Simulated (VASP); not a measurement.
# Li8Nb8CuO24 (a cell with a defect) in VASP: further runs, part 2 of 3

VASP 6.6.1.

**3. Single point, PBE**

Input file INCAR:

```
PREC     = Accurate       # precision mode
ENCUT    = 520            # plane-wave cutoff, eV
EDIFF    = 1E-6           # SCF threshold, eV
ISMEAR   = -1             # smearing method
SIGMA    = 0.01           # smearing width, eV
LREAL    = Auto         
LASPH    = True           # aspherical terms in the spheres
NELM     = 60             # most SCF steps
ALGO     = Normal         # electronic algorithm
ISIF     = 2              # what is computed and relaxed
LWAVE    = False          # write WAVECAR
LCHARG   = True           # write CHGCAR
GGA      = PE             # functional
LELF     = True           # ELF
LVHAR    = True         
NELECT   = 282.0        
NBANDS   = 168            # bands
```

Input file KPOINTS:

```
Automatic mesh
0
Gamma
  1 1 1
  0.25 0.25 0.25
```

Input file POSCAR:

```
Li8Nb8CuO24
1.0
    2.5949501400      1.4981951600      4.6722232500
   -5.1899002700      2.9963903200      9.3444465000
    0.0000000000     -5.9927806400      9.3444465000
Li Nb O Cu
8 8 24 1
Direct
    0.7312124026      0.3646236656      0.3665760084
    0.1869184906      0.0744294686      0.1008965090
    0.7257390547      0.3614034358      0.8610500695
    0.2198757158      0.1113756386      0.6104610973
    0.7248753318      0.8607725834      0.3605696865
    0.2255798880      0.6072540721      0.1143752206
    0.7161335992      0.8638090163      0.8612484557
    0.2217264528      0.6086671763      0.6103335427
    0.9932719330      0.5031305329      0.5018252307
    0.5156778139      0.2513306675      0.2621660803
    0.9975600696      0.5109831455      0.9997282855
    0.4924967155      0.2519152229      0.7500327484
    1.0079598945      0.9950488936      0.5088671603
    0.4980681893      0.7476756417      0.2544147265
    0.9965967436      0.9973778607      0.9952917843
    0.5083934164      0.7484012877      0.7497030166
    0.2857620893      0.3211446828      0.4489860845
    0.6535183343      0.4465604662      0.1427804694
    0.9181831505      0.1412016987      0.3171380701
    0.4023038694      0.0709561066      0.3983949364
    0.7806408107      0.1907761540      0.0774901129
    0.1585955669      0.3923315057      0.1976240548
    0.2802878422      0.3287068702      0.9374453050
    0.6425349735      0.4447658489      0.6362819526
    0.8857489150      0.1385095556      0.8195217373
    0.3774774618      0.0713977082      0.8898616743
    0.7761032883      0.1945265803      0.5730233024
    0.1354675998      0.3921221259      0.6963722749
    0.2818856063      0.8222920690      0.4432039267
    0.6219838207      0.9529668394      0.1393257407
    0.8914445943      0.6403567013      0.3202829679
    0.3936957773      0.5697606279      0.3914230912
    0.7832405187      0.6973211108      0.0697255655
    0.1430299589      0.8811441351      0.1948716939
    0.2745342839      0.8184852811      0.9448132845
    0.6480705114      0.9441362467      0.6397794920
    0.8886323819      0.6430319118      0.8205956675
    0.3986474116      0.5701637157      0.8880853430
    0.7826541513      0.6947544827      0.5696639445
    0.1446853335      0.8893729580      0.6953567376
    1.3237171607      0.1894248991      0.1448843105
```

Potentials or basis: VASP PAW PBE potentials, release 64 (Li_sv, Nb_sv, O, Cu).

Command:

```
> cat potpaw_PBE.64/Li_sv/POTCAR potpaw_PBE.64/Nb_sv/POTCAR potpaw_PBE.64/O/POTCAR potpaw_PBE.64/Cu/POTCAR > POTCAR
> mpirun -np 1 vasp_std > vasp.out
```

Wall time 8.4 min (1 thread of Intel Xeon 8259CL, shared host); peak memory 0.65 GiB.

It converged, with:

- Free energy: -327.5623 eV
- Largest force: 0.046 eV/Å

Forces on the atoms (eV/Å):
```
Li  -0.001  0.006 -0.007
Li  -0.014  0.005  0.013
Li   0.002 -0.002  0.000
Li   0.006  0.002 -0.001
Li   0.002 -0.008 -0.010
Li  -0.001  0.005 -0.001
Li   0.004  0.000 -0.004
Li  -0.004 -0.003 -0.003
Nb   0.008  0.006  0.031
Nb   0.002  0.019  0.039
Nb   0.005  0.005  0.027
Nb  -0.012 -0.008  0.036
Nb  -0.003  0.007  0.027
Nb   0.000  0.010  0.027
Nb  -0.002 -0.005  0.046
Nb   0.006 -0.003  0.031
O   -0.003  0.011 -0.011
O    0.020 -0.004 -0.010
O   -0.012 -0.033 -0.017
O   -0.011 -0.003 -0.016
O   -0.001 -0.004  0.005
O   -0.012  0.005  0.009
O   -0.016  0.036 -0.021
O    0.009 -0.009 -0.015
O   -0.009  0.002 -0.015
O   -0.012  0.009 -0.022
O    0.017  0.001 -0.009
O    0.006  0.010 -0.008
O   -0.002  0.005 -0.005
O    0.020 -0.004 -0.013
O   -0.009 -0.010 -0.009
O   -0.012 -0.010 -0.013
O    0.004 -0.013 -0.008
O    0.015 -0.007 -0.021
O    0.006  0.010 -0.012
O    0.008 -0.006 -0.012
O   -0.012 -0.008 -0.009
O   -0.013  0.002 -0.007
O    0.005 -0.005 -0.008
O    0.003  0.008 -0.008
Cu   0.013 -0.019  0.007
```

Levels at points of the mesh, in eV from the Fermi level:
```csv
k point,band 137,band 138,band 139,band 140,band 141,band 142,band 143,band 144,band 145,band 146
"(0.25, 0.25, 0.25)",-1.46,-1.22,-1.05,-0.48,-0.32,1.28,1.39,1.44,1.49,1.57
```

Caveat: the k points lie up to 1.14 Å⁻¹ apart, too coarse for converged energies, forces and pressures; the cell carries a net charge on a neutralising background, which shifts energy and pressure; the cell is charged against a uniform background, so pressure and absolute levels hang on convention; the cutoff is under 1.25 times the usual one of these potentials, so pressure, stress and relaxed cells hold a basis-set (Pulay) error.

**4. Single point, PBE**

Input file INCAR:

```
SYSTEM = Li8Nb8CuO24
ALGO     = Normal         ! electronic algorithm
EDIFF    = 1E-6           ! SCF threshold, eV
ENCUT    = 520            ! plane-wave cutoff, eV
GGA      = PE             ! functional
ISIF     = 2              ! what is computed and relaxed
ISMEAR   = -1             ! smearing method
LASPH    = .TRUE.         ! aspherical terms in the spheres
LCHARG   = .FALSE.        ! write CHGCAR
LREAL    = Auto         
LWAVE    = .FALSE.        ! write WAVECAR
NBANDS   = 168            ! bands
NELECT   = 282.0        
NELM     = 100            ! most SCF steps
PREC     = Accurate       ! precision mode
SIGMA    = 0.01           ! smearing width, eV
```

KPOINTS is that of step 3.

Input file POSCAR:

```
Li8Nb8CuO24
1.0
    2.5949501400      1.4981951600      4.6722232500
   -5.1899002700      2.9963903200      9.3444465000
    0.0000000000     -5.9927806400      9.3444465000
Li Nb O Cu
8 8 24 1
Direct
    0.6852524617      0.3511622337      0.3241280060
    0.2160124264      0.1113875886      0.1131422131
    0.7253707773      0.3644127829      0.8571773658
    0.2258328577      0.1111609040      0.6111260150
    0.7203486653      0.8603359675      0.3607184008
    0.2242319720      0.6104839443      0.1095402077
    0.7213085208      0.8603800487      0.8582427246
    0.2306209018      0.6160462774      0.6144353419
    1.0151947421      0.5120961097      0.5008811194
    0.4963341593      0.2450519914      0.2470645830
    0.9974405008      0.5042982006      0.9973359841
    0.4976404377      0.2496892148      0.7604703251
    0.9923125232      0.9998408931      0.5014587674
    0.5076699980      0.7587986527      0.2445763928
    1.0082347296      0.9996581019      0.9979331150
    0.4929808909      0.7517754925      0.7525982785
    0.2799322556      0.3272928491      0.4404681956
    0.6423870800      0.4448810811      0.1306586418
    0.8769071653      0.1396904244      0.3210004206
    0.3857137426      0.0692340723      0.3879469158
    0.7742952126      0.1948730067      0.0679729420
    0.1219571764      0.3892610044      0.2023383851
    0.2828147387      0.3197046300      0.9469109370
    0.6579927056      0.4476801369      0.6421120923
    0.8986244286      0.1381397617      0.8196604731
    0.3884022369      0.0706257192      0.8925478662
    0.7802527602      0.1873036010      0.5782470299
    0.1539211083      0.3927978373      0.6957827672
    0.2755997512      0.8227735391      0.4440843143
    0.6443148694      0.9454121862      0.1388020673
    0.9015487591      0.6482284637      0.3205329206
    0.4179805871      0.5669885027      0.3904128140
    0.7817617398      0.6932886084      0.0716934184
    0.1477314574      0.8897336222      0.1936054124
    0.2823300921      0.8196844430      0.9442394855
    0.6351168426      0.9463562466      0.6416076121
    0.8931089480      0.6413216086      0.8194023206
    0.3908558087      0.5703620843      0.8899510978
    0.7856839703      0.6988879439      0.5706109062
    0.1423219532      0.8861646916      0.6941906629
    0.8232558894      0.3947580645      0.4390007561
```

Potentials or basis: VASP PAW PBE potentials, release 64 (Li_sv, Nb_sv, O, Cu).

Command:

```
> cat potpaw_PBE.64/Li_sv/POTCAR potpaw_PBE.64/Nb_sv/POTCAR potpaw_PBE.64/O/POTCAR potpaw_PBE.64/Cu/POTCAR > POTCAR
> mpirun -np 1 vasp_std > vasp.out
```

OUTCAR:

```text
SYSTEM = Li8Nb8CuO24
   EDIFF = 1E-6
   ENCUT = 520
   GGA = PE
   ISIF = 2
   ISMEAR = -1
   LASPH = .TRUE.
   LREAL = Auto
   NELECT = 282.0
   NELM = 100
   PREC = Accurate

 ion  position               nearest neighbor table
   1  0.685  0.351  0.324-  18 1.88  17 1.95  19 1.97  41 2.16  22 2.17  10 2.60
   2  0.216  0.111  0.113-  19 2.06  23 2.07  30 2.09  34 2.28
   3  0.725  0.364  0.857-  38 2.05  21 2.07  28 2.09  24 2.20
   4  0.226  0.111  0.611-  36 2.03  25 2.05  17 2.12
   5  0.720  0.860  0.361-  20 2.06  39 2.07  34 2.10  31 2.18
   6  0.224  0.610  0.110-  18 2.04  35 2.06  31 2.10  38 2.28
   7  0.721  0.860  0.858-  40 2.06  26 2.09  33 2.10  37 2.26  36 2.26  35 2.28
   8  0.231  0.616  0.614-  37 2.02  29 2.03  24 2.10
   9  0.015  0.512  0.501-  31 1.91  24 1.93  17 1.97  39 2.06  32 2.12  28 2.13  41 2.59
  10  0.496  0.245  0.247-  20 1.86  21 1.86  22 1.91  19 2.14  18 2.21  17 2.23   1 2.60
  11  0.997  0.504  0.997-  37 1.86  18 1.89  23 1.91  33 2.13  38 2.15  22 2.19
  12  0.498  0.250  0.760-  28 1.88  26 1.88  27 1.95  23 2.07  25 2.13  24 2.23  41 2.85
  13  0.992  1.000  0.501-  36 1.88  29 1.88  19 1.91  27 2.13  40 2.16  20 2.16
  14  0.508  0.759  0.245-  34 1.87  33 1.89  32 1.95  30 2.07  29 2.14  31 2.21
[... 277 lines left out ...]
      1     -50.6584      2.00000
      2     -50.6460      2.00000
      3     -50.6272      2.00000
      4     -50.6043      2.00000
      5     -50.5972      2.00000
      6     -50.5788      2.00000
[... 145 lines left out ...]
    152       8.0944      0.00000
    153       8.1234      0.00000
 [bands above 153 left out]

------------------------ aborting loop because EDIFF is reached ----------------------------------------

  FORCE on cell =-STRESS in cart. coord.  units (eV):
  Direction    XX          YY          ZZ          XY          YZ          ZX
  --------------------------------------------------------------------------------------
  -------------------------------------------------------------------------------------
  Total       -7.9201546     -6.3363791     -1.3875931     -0.8733276     -0.3658008     -0.5152121
  in kB      -29.1079760    -23.2873194     -5.0996514     -3.2096341     -1.3443830     -1.8934959
  external PRESSURE =     -19.1649823 kB  Pullay stress =       0.0000000 kB

 VOLUME and BASIS-vectors are now :
 -----------------------------------------------------------------------------
  energy-cutoff  :      520.00
  volume of cell :      435.95
      direct lattice vectors                 reciprocal lattice vectors
     2.594950140  1.498195160  4.672223250     0.192681930  0.111244964  0.071343623
    -5.189900270  2.996390320  9.344446500    -0.096340965  0.055622482  0.035671811
     0.000000000 -5.992780640  9.344446500     0.000000000 -0.111244964  0.035671811

 POSITION                                       TOTAL-FORCE (eV/Angst)
 -----------------------------------------------------------------------------------
     -0.04430      0.13643      9.51187         0.003066     -0.010772      0.024793
     -0.01755     -0.02065      3.10737         0.003541     -0.001156     -0.005383
     -0.00897     -2.95821     14.80418         0.003353      0.001811     -0.006444
      0.00911     -2.99092      7.80451        -0.002905      0.002455     -0.006013
     -2.59579      1.49542     14.77571         0.001709      0.001118     -0.003199
     -2.58648      1.50874      7.77589        -0.005542     -0.003866     -0.002317
[... 33 lines left out ...]
     -4.22979     -1.29161     15.43251        -0.004959      0.007235     -0.012378
      0.08755     -0.21459     11.63745        -0.008393      0.027014      0.004407
 -----------------------------------------------------------------------------------
    total drift:                                0.007615     -0.004904      0.008718

  FREE ENERGIE OF THE ION-ELECTRON SYSTEM (eV)
  ---------------------------------------------------
  free  energy   TOTEN  =      -327.5624476340 eV

  energy  without entropy=     -327.5624476340  energy(sigma->0) =     -327.56244763
```

stdout:

```text
POSCAR found type information on POSCAR LiNbO Cu
 POSCAR found :  4 types and      41 ions
 scaLAPACK will be used
 LDA part: xc-table for (Slater+PW92), standard interpolation
 POSCAR, INCAR and KPOINTS ok, starting setup
 FFT: planning ... GRIDC
 FFT: planning ... GRID_SOFT
 FFT: planning ... GRID
 WAVECAR not read
 entering main loop
 the old and the new charge density differ
 old charge density:   283.00000 new  282.00000
    0.540E+01
```

Run time: 8.1 min. Hardware: 1 thread of Intel Xeon 8259CL, shared host; peak memory 0.65 GiB.

Results:

* Free energy: -327.5624 eV
* Largest force: 0.047 eV/Å

Forces in eV/Å, atoms in the order of the input:
```
Li   0.003 -0.011  0.025
Li   0.004 -0.001 -0.005
Li   0.003  0.002 -0.006
Li  -0.003  0.002 -0.006
Li   0.002  0.001 -0.003
Li  -0.006 -0.004 -0.002
Li  -0.002 -0.002 -0.004
Li  -0.001  0.002 -0.002
Nb   0.007 -0.003  0.037
Nb  -0.011  0.013  0.025
Nb   0.007 -0.006  0.031
Nb   0.013  0.002  0.028
Nb  -0.005  0.003  0.037
Nb   0.002 -0.001  0.025
Nb  -0.003 -0.006  0.032
Nb   0.009  0.004  0.036
O   -0.005  0.003  0.005
O    0.007  0.011 -0.014
O   -0.002 -0.012 -0.006
O   -0.007 -0.011 -0.018
O    0.013 -0.005 -0.010
O    0.005  0.012 -0.014
O   -0.007  0.012 -0.013
O    0.008 -0.003  0.003
O   -0.010 -0.008 -0.016
O   -0.014 -0.004 -0.008
O    0.022 -0.035 -0.023
O   -0.004  0.011 -0.015
O    0.000  0.012 -0.004
O    0.016 -0.002 -0.007
O    0.000 -0.009 -0.004
O   -0.032  0.003 -0.021
O    0.005 -0.010 -0.008
O    0.000  0.007 -0.009
O    0.001  0.012 -0.015
O    0.012 -0.006 -0.009
O   -0.013  0.001 -0.015
O   -0.008  0.000 -0.007
O    0.008 -0.011 -0.011
O   -0.005  0.007 -0.012
Cu  -0.008  0.027  0.004
```

Caveat: the k points lie up to 1.14 Å⁻¹ apart, too coarse for converged energies, forces and pressures; the cell carries a net charge on a neutralising background, which shifts energy and pressure; the cell is charged against a uniform background, so pressure and absolute levels hang on convention; the cutoff is under 1.25 times the usual one of these potentials, so pressure, stress and relaxed cells hold a basis-set (Pulay) error.

[end of part 2 of 3]
